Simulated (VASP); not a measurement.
# C (Cmme) in VASP: a series of runs

Runs on C. Level: PBE. Tasks: single point, relaxation of cell and atoms.

Program: VASP 6.6.1. These are calculated values, not measurements. Logs are shortened: lines on timing, memory, paths and dates and some standing lists are left out, and cuts for length are marked.

## Step 1: The cell of the first run

The typed cell holds 4 atoms: a = 2.466 Å, b = 2.466 Å, c = 8.584 Å, α = 90.00°, β = 90.00°, γ = 120.00°.

## Step 2: Single point, PBE

Contents of INCAR:

```
PREC = Accurate
ENCUT = 520
EDIFF = 1E-6
ISMEAR = 0
SIGMA = 0.1
LREAL = F
LASPH = T
NELM = 60
ALGO = Normal
ISIF = 2
LWAVE = F
LCHARG = F
GGA = PE
NBANDS = 16
```

Contents of KPOINTS:

```
regular mesh
0
Gamma
  21 21 6
```

Contents of POSCAR:

```
C
1.0
    1.2332640319     -2.1360118305      0.0000000000
    1.2332640319      2.1360118305      0.0000000000
    0.0000000000      0.0000000000      8.5840344819
C
4
Direct
    0.0833320291      0.9166679709      0.7499621542
    0.5833320291      0.4166679709      0.2500378458
    0.9166679709      0.0833320291      0.2500378458
    0.4166679709      0.5833320291      0.7499621542
```

Potentials or basis: VASP PAW PBE potentials, release 64 (C).

The run is started by

```console
> cat potpaw_PBE.64/C/POTCAR > POTCAR
> mpirun -np 1 vasp_std > vasp.out
```

OUTCAR:

```text
PREC = Accurate
   ENCUT = 520
   EDIFF = 1E-6
   ISMEAR = 0
   LREAL = F
   LASPH = T
   NELM = 60
   ISIF = 2
   GGA = PE

 ion  position               nearest neighbor table
   1  0.083  0.917  0.750-   4 1.42   4 1.42   4 1.42
   2  0.583  0.417  0.250-   3 1.42   3 1.42   3 1.42
   3  0.917  0.083  0.250-   2 1.42   2 1.42   2 1.42
   4  0.417  0.583  0.750-   1 1.42   1 1.42   1 1.42

  LATTYP: Found a base centered orthorhombic cell.
 ALAT       =     2.4665280638
 B/A-ratio  =     1.7319988058
 C/A-ratio  =     3.4802095333

  Lattice vectors:

 A1 = (   1.2332640319,  -2.1360118305,   0.0000000000)
 A2 = (   1.2332640319,   2.1360118305,   0.0000000000)
 A3 = (   0.0000000000,   0.0000000000,   8.5840344819)

Analysis of symmetry for initial positions (statically):
=====================================================================
 Subroutine PRICEL returns:
 Original cell was already a primitive cell.

 Routine SETGRP: Setting up the symmetry group for a
 base centered orthorhombic supercell.

 Subroutine GETGRP returns: Found  8 space group operations
 (whereof  4 operations were pure point group operations)
 out of a pool of  8 trial point group operations.

The static configuration has the point symmetry C_2h.
 The point group associated with its full space group is D_2h.

Analysis of symmetry for dynamics (positions and initial velocities):
=====================================================================
 Subroutine PRICEL returns:
 Original cell was already a primitive cell.

 Routine SETGRP: Setting up the symmetry group for a
 base centered orthorhombic supercell.

 Subroutine GETGRP returns: Found  8 space group operations
 (whereof  4 operations were pure point group operations)
 out of a pool of  8 trial point group operations.

The dynamic configuration has the point symmetry C_2h.
 The point group associated with its full space group is D_2h.

 Subroutine INISYM returns: Found  8 space group operations
 (whereof  4 operations are pure point group operations),
 and found     1 'primitive' translations

----------------------------------------------------------------------------------------

                                     Primitive cell

  volume of cell :      45.2253

  direct lattice vectors                    reciprocal lattice vectors
     1.233264032 -2.136011831  0.000000000     0.405428187 -0.234081101  0.000000000
     1.233264032  2.136011831  0.000000000     0.405428187  0.234081101  0.000000000
     0.000000000  0.000000000  8.584034482     0.000000000  0.000000000  0.116495338

  length of vectors
     2.466472524  2.466472524  8.584034482     0.468151659  0.468151659  0.116495338

  position of ions in fractional coordinates (direct lattice)
     0.083332029  0.916667971  0.749962154
     0.583332029  0.416667971  0.250037846
     0.916667971  0.083332029  0.250037846
     0.416667971  0.583332029  0.749962154

  ion indices of the primitive-cell ions
   primitive index   ion index
                 1           1
                 2           2
                 3           3
                 4           4

----------------------------------------------------------------------------------------

 KPOINTS: regular mesh

Automatic generation of k-mesh.
 Grid dimensions read from file:
 generate k-points for:   21   21    6

 Generating k-lattice:

  Cartesian coordinates                     Fractional coordinates (reciprocal lattice)
     0.019306104 -0.011146719  0.000000000     0.047619048  0.000000000  0.000000000
     0.019306104  0.011146719  0.000000000     0.000000000  0.047619048  0.000000000
     0.000000000  0.000000000  0.019415890     0.000000000  0.000000000  0.166666667

  Length of vectors
     0.022292936  0.022292936  0.019415890

  Shift w.r.t. Gamma in fractional coordinates (k-lattice)
     0.000000000  0.000000000  0.000000000

 Subroutine IBZKPT returns following result:
 ===========================================

 Found    484 irreducible k-points:

 Following reciprocal coordinates:
            Coordinates               Weight
  0.000000  0.000000  0.000000      1.000000
  0.047619 -0.000000  0.000000      4.000000
  0.095238  0.000000  0.000000      4.000000
  0.142857  0.000000  0.000000      4.000000
  0.190476  0.000000  0.000000      4.000000
  0.238095 -0.000000  0.000000      4.000000
[... 16 lines left out ...]
 -0.428571  0.047619  0.000000      4.000000
 -0.380952  0.047619  0.000000      4.000000
 [... further k-points ...]
   k-points           NKPTS =    484   k-points in BZ     NKDIM =    484   number of bands    NBANDS=     16
   number of dos      NEDOS =    301   number of ions     NIONS =      4
   total plane-waves  NPLWV =  20736
   dimension x,y,z NGX =    18 NGY =   18 NGZ =   64
   dimension x,y,z NGXF=    36 NGYF=   36 NGZF=  128
   ions per type =               4
   NGX,Y,Z   is equivalent  to a cutoff of  12.13, 12.13, 12.39 a.u.
   NGXF,Y,Z  is equivalent  to a cutoff of  24.26, 24.26, 24.79 a.u.
 SYSTEM =  unknown system
   PREC   = accura    normal or accurate (medium, high low for compatibility)
   ISTART =      0    job   : 0-new  1-cont  2-samecut
   ICHARG =      2    charge: 1-file 2-atom 10-const
   ISPIN  =      1    spin polarized calculation?
   LNONCOLLINEAR =      F non collinear calculations
   LSORBIT =      F    spin-orbit coupling
   LASPH  =      T    aspherical Exc in radial PAW
   ENCUT  =  520.0 eV  38.22 Ry    6.18 a.u.   4.59  4.59 15.96*2*pi/ulx,y,z
   NELM   =     60;   NELMIN=  2; NELMDL= -5     # of ELM steps
   EDIFF  = 0.1E-05   stopping-criterion for ELM
   LREAL  =      F    real-space projection
[... 7 lines left out ...]
   TEBEG  =    0.0;   TEEND  =   0.0 temperature during run
   PSTRESS=    0.0 pullay stress
   NELECT =      16.0000    total number of electrons
   NUPDOWN=      -1.0000    fix difference up-down
   EMIN   =  10.00;   EMAX   =-10.00  energy-range for DOS
   EFERMI =   0.00;   METHOD = LEGACY
   ISMEAR =     0;   SIGMA  =   0.10  broadening in eV -4-tet -1-fermi 0-gaus
   EFERMI_NEDOS =   21; number of points for ismear=-14 and -15
   IALGO  =     38    algorithm
   IMIX   =      4    mixing-type and parameters
     AMIX     =   0.40;   BMIX     =  1.00
     AMIX_MAG =   1.60;   BMIX_MAG =  1.00
  volume/ion in A,a.u.               =      11.31        76.30
  Fermi-wavevector in a.u.,A,eV,Ry     =   1.157856  2.188030 18.240376  1.340630
  Thomas-Fermi vector in A             =   2.294463
   LORBIT       =      0    0 simple, 1 ext, 2 COOP (PROOUT), +10 PAW based schemes
   GGA     = PE    functional components
   LHFCALC =     F    Hartree Fock is set to
   AEXX    =    0.0000 exact exchange contribution
   IVDW    =     0    specifies the selected vdW correction
   LEPSILON=     F    determine dielectric tensor
   LRPA    =     F    only Hartree local field effects (RPA)
 non-spin polarized calculation
 Gauss-broadening in eV      SIGMA  =   0.10
  energy-cutoff  :      520.00
  volume of cell :       45.23
 maximum number of plane-waves:      1240
   NGX =  9   NGY =  9   NGZ = 31

 number of electron      15.9999994 magnetization

 Free energy of the ion-electron system (eV)
  ---------------------------------------------------
  ext. energy  EPLUGINS =         0.00000000
  ---------------------------------------------------
  free energy    TOTEN  =       -36.90558355 eV

  energy without entropy =      -36.90484239  energy(sigma->0) =      -36.90521297

 E-fermi :   2.7461     XC(G=0):  -8.6800

 val. band max:        2.7460236459   @ k =   0.3333   0.3333   0.5000
 cond. band min:       2.7461229639   @ k =   0.3333   0.3333   0.5000
 fundamental gap:      0.0000993180
 Fermi energy:         2.7460595329

 k-point     1 :       0.0000    0.0000    0.0000
  band No.  band energies     occupation
      1     -16.7856      2.00000
      2     -16.7523      2.00000
      3      -5.0908      2.00000
      4      -4.6294      2.00000
      5      -0.2988      2.00000
      6      -0.2977      2.00000
[... 8 lines left out ...]
     15      13.0208      0.00000
     16      14.1586      0.00000

 k-point     2 :       0.0476   -0.0000    0.0000
  band No.  band energies     occupation
      1     -16.7320      2.00000
      2     -16.6988      2.00000
      3      -5.0262      2.00000
      4      -4.5661      2.00000
      5      -0.5186      2.00000
      6      -0.5169      2.00000
[... 8 lines left out ...]
     15      13.0934      0.00000
     16      13.9688      0.00000

 k-point     3 :       0.0952    0.0000    0.0000
  band No.  band energies     occupation
      1     -16.5713      2.00000
      2     -16.5385      2.00000
      3      -4.8329      2.00000
      4      -4.3769      2.00000
      5      -1.1364      2.00000
      6      -1.1338      2.00000
[... 8 lines left out ...]
     15      13.3045      0.00000
     16      13.4221      0.00000

 k-point     4 :       0.1429    0.0000    0.0000
  band No.  band energies     occupation
      1     -16.3040      2.00000
      2     -16.2718      2.00000
      3      -4.5124      2.00000
      4      -4.0634      2.00000
      5      -2.0526      2.00000
      6      -2.0485      2.00000
[... 8 lines left out ...]
     15      12.9685      0.00000
     16      12.9686      0.00000

 k-point     5 :       0.1905    0.0000    0.0000
  band No.  band energies     occupation
      1     -15.9311      2.00000
      2     -15.8999      2.00000
      3      -4.0677      2.00000
      4      -3.6289      2.00000
      5      -3.1609      2.00000
      6      -3.1551      2.00000
[... 8 lines left out ...]
     15      14.0810      0.00000
     16      14.2586      0.00000

 k-point     6 :       0.2381   -0.0000    0.0000
  band No.  band energies     occupation
      1     -15.4542      2.00000
      2     -15.4244      2.00000
      3      -4.3756      2.00000
      4      -4.3679      2.00000
      5      -3.5040      2.00000
      6      -3.0793      2.00000
[... 8 lines left out ...]
     15      14.6335      0.00000
     16      15.7385      0.00000

 k-point     7 :       0.2857    0.0000    0.0000
  band No.  band energies     occupation
      1     -14.8756      2.00000
      2     -14.8473      2.00000
      3      -5.6342      2.00000
      4      -5.6244      2.00000
      5      -2.8296      2.00000
      6      -2.6459      2.00000
[... 8 lines left out ...]
     15      15.2933      0.00000
     16      17.3328      0.00000

 k-point     8 :       0.3333    0.0000    0.0000
  band No.  band energies     occupation
      1     -14.1989      2.00000
      2     -14.1723      2.00000
      3      -6.8922      2.00000
      4      -6.8803      2.00000
      5      -3.0378      2.00000
      6      -3.0378      2.00000
[... 8 lines left out ...]
     15      16.0499      0.00000
     16      17.9357      0.00000

 k-point     9 :       0.3810    0.0000    0.0000
  band No.  band energies     occupation
      1     -13.4302      2.00000
      2     -13.4056      2.00000
      3      -8.1161      2.00000
      4      -8.1021      2.00000
      5      -3.3436      2.00000
      6      -3.3436      2.00000
[... 8 lines left out ...]
     15      16.7666      0.00000
     16      17.0702      0.00000
[... 172 lines left out ...]
 k-point    19 :       0.3810    0.0476    0.0000
  band No.  band energies     occupation
      1     -12.9781      2.00000
      2     -12.9548      2.00000
      3      -8.6777      2.00000
      4      -8.6628      2.00000
      5      -3.6392      2.00000
      6      -3.6370      2.00000
[... 8 lines left out ...]
     15      16.2410      0.00000
     16      17.3640      0.00000

 k-point    20 :       0.4286    0.0476    0.0000
  band No.  band energies     occupation
      1     -12.1143      2.00000
      2     -12.0945      2.00000
      3      -9.7738      2.00000
      4      -9.7581      2.00000
      5      -3.7982      2.00000
      6      -3.7959      2.00000
[... 8 lines left out ...]
     15      14.8625      0.00000
     16      16.4844      0.00000

 k-point    21 :       0.4762    0.0476    0.0000
  band No.  band energies     occupation
      1     -11.4966      2.00000
      2     -11.4966      2.00000
      3     -10.4526      2.00000
      4     -10.4525      2.00000
      5      -3.8516      2.00000
      6      -3.8493      2.00000
[... 8 lines left out ...]
     15      15.5372      0.00000
     16      15.5745      0.00000

 k-point    22 :      -0.4762    0.0476    0.0000
  band No.  band energies     occupation
      1     -12.1143      2.00000
      2     -12.0944      2.00000
      3      -9.7738      2.00000
      4      -9.7583      2.00000
      5      -3.7982      2.00000
      6      -3.7959      2.00000
[... 8 lines left out ...]
     15      14.8627      0.00000
     16      16.5478      0.00000

 k-point    23 :      -0.4286    0.0476    0.0000
  band No.  band energies     occupation
      1     -12.9780      2.00000
      2     -12.9547      2.00000
      3      -8.6776      2.00000
      4      -8.6629      2.00000
      5      -3.6392      2.00000
      6      -3.6369      2.00000
[... 8 lines left out ...]
     15      16.2411      0.00000
     16      17.4499      0.00000

 k-point    24 :      -0.3810    0.0476    0.0000
  band No.  band energies     occupation
      1     -13.7872      2.00000
      2     -13.7616      2.00000
      3      -7.4881      2.00000
      4      -7.4754      2.00000
      5      -3.3787      2.00000
      6      -3.3766      2.00000
[... 8 lines left out ...]
     15      16.4808      0.00000
     16      17.3871      0.00000

 [... further k-points ...]
[... 5 lines left out ...]
  --------------------------------------------------------------------------------------
  -------------------------------------------------------------------------------------
  Total        0.1568519      0.1569516     -0.0073986      0.0000000      0.0000000      0.0000000
  in kB        5.5567270      5.5602595     -0.2621081      0.0000000      0.0000000      0.0000000
  external PRESSURE =       3.6182928 kB  Pullay stress =       0.0000000 kB

 VOLUME and BASIS-vectors are now :
 -----------------------------------------------------------------------------
  energy-cutoff  :      520.00
  volume of cell :       45.23
      direct lattice vectors                 reciprocal lattice vectors
     1.233264032 -2.136011831  0.000000000     0.405428187 -0.234081101  0.000000000
     1.233264032  2.136011831  0.000000000     0.405428187  0.234081101  0.000000000
     0.000000000  0.000000000  8.584034482     0.000000000  0.000000000  0.116495338

 POSITION                                       TOTAL-FORCE (eV/Angst)
 -----------------------------------------------------------------------------------
      1.23326      1.78002      6.43770         0.000000      0.000087      0.000006
      1.23326     -0.35600      2.14633         0.000000      0.000087     -0.000006
      1.23326     -1.78002      2.14633         0.000000     -0.000087     -0.000006
      1.23326      0.35600      6.43770         0.000000     -0.000087      0.000006
 -----------------------------------------------------------------------------------
    total drift:                                0.000000      0.000000     -0.000000

  FREE ENERGIE OF THE ION-ELECTRON SYSTEM (eV)
  ---------------------------------------------------
  free  energy   TOTEN  =       -36.9055835507 eV

  energy  without entropy=      -36.9048423934  energy(sigma->0) =      -36.90521297
```

It took 3 min on 1 thread of Intel Xeon Platinum 8488C (Sapphire Rapids), shared host; peak memory 0.33 GiB.

Results:

```yaml
Free_energy: -36.9056 eV
Pressure: 0.4 GPa
Band_gap_on_the_k_mesh: zero (filled and empty bands touch)
```

Caveat: this functional lacks dispersion, which binds layers or chains, so the pressure and a relaxed spacing across them are unreliable.

## Step 3: Relaxation of cell and atoms, PBE

Contents of INCAR:

```
SYSTEM = C
PREC = Accurate
ENCUT = 600
EDIFF = 1E-7
ISMEAR = 0
SIGMA = 0.1
LREAL = .FALSE.
LASPH = .TRUE.
NELM = 60
ALGO = Normal
ISIF = 3
LWAVE = .FALSE.
LCHARG = .FALSE.
GGA = PE
IBRION = 2
NSW = 100
EDIFFG = -0.005
```

Contents of KPOINTS:

```
regular mesh
0
G
  21 21 6
  0 0 0
```

POSCAR is that of step 2.

Potentials or basis: VASP PAW PBE potentials, release 64 (C).

The run is started by

```console
> cat potpaw_PBE.64/C/POTCAR > POTCAR
> mpirun -np 1 vasp_std > vasp.out
```

Wall time 34 min (1 thread of Intel Xeon Platinum 8488C (Sapphire Rapids), shared host); peak memory 0.4 GiB.

Results (log left out):

```yaml
Free_energy: -36.9179 eV
Relaxed_volume: 10.52 Å³/atom
Relaxed_cell: a = 2.467 Å, b = 2.467 Å, c = 7.988 Å, α = 90.00°, β = 90.00°, γ = 120.00°
Space_group_after_relaxing_to_0.1_Å: Fmmm (No. 69)
Energy_gained_by_relaxing: 0.7 meV/atom
Ionic_steps: 23
Pressure_after_relaxing: 0.0 GPa
Largest_force_after_relaxing: 0.003 eV/Å
Band_gap_on_the_k_mesh: zero (filled and empty bands touch)
```

Forces on the atoms (eV/Å):
```
C    0.000  0.003  0.000
C    0.000  0.003  0.000
C    0.000 -0.003  0.000
C    0.000 -0.003  0.000
```

The path:
```tsv
step	energy change (eV)	largest force (eV/Å)	pressure (GPa)	volume (Å³)
1	0.0000	0.0001	0.02	45.23
2	0.0000	0.0003	-0.29	45.24
3	0.0000	0.0002	-0.18	45.23
4	-0.0001	0.0000	-0.16	45.20
5	-0.0002	0.0007	-0.13	45.11
6	-0.0004	0.0020	-0.10	44.93
7	-0.0009	0.0046	0.00	44.57
8	-0.0016	0.0100	0.21	43.85
9	-0.0024	0.0210	0.66	42.41
10	-0.0025	0.0195	0.64	42.39
11	-0.0026	0.0152	0.57	42.33
12	-0.0027	0.0065	0.43	42.22
13	-0.0028	0.0107	0.20	41.99
14	-0.0027	0.0004	0.31	42.14
15	-0.0028	0.0052	0.22	42.06
16	-0.0028	0.0075	0.17	42.03
17	-0.0028	0.0091	0.15	42.01
18	-0.0028	0.0099	0.14	42.00
19	-0.0028	0.0052	0.11	42.02
20	-0.0028	0.0003	0.09	42.03
21	-0.0028	0.0113	0.05	42.07
22	-0.0028	0.0070	0.02	42.08
23	-0.0028	0.0034	-0.01	42.09
```

Final structure:
```
C
1.0
     1.23337   -2.13608    0.00000
     1.23337    2.13608    0.00000
     0.00000    0.00000    7.98801
C
4
Direct
  0.08334 0.91666 0.74997
  0.58334 0.41666 0.25003
  0.91666 0.08334 0.25003
  0.41666 0.58334 0.74997
```

Levels at points of the mesh, in eV from the Fermi level:
| k point | band 4 | band 5 | band 6 | band 7 | band 8 | band 9 | band 10 | band 11 | band 12 |
| --- | --- | --- | --- | --- | --- | --- | --- | --- | --- |
| (0.00, 0.00, 0.00) | -7.23 | -3.04 | -3.04 | -3.04 | -3.04 | 3.30 | 7.25 | 8.30 | 8.31 |
| (0.00, 0.00, 0.50) | -7.62 | -3.04 | -3.04 | -3.04 | -3.04 | 4.84 | 4.85 | 8.31 | 8.31 |

Caveat: this functional lacks dispersion, which binds layers or chains, so the pressure and a relaxed spacing across them are unreliable.

The gap in the log of VASP goes by the Fermi energy; the results here count the filled bands.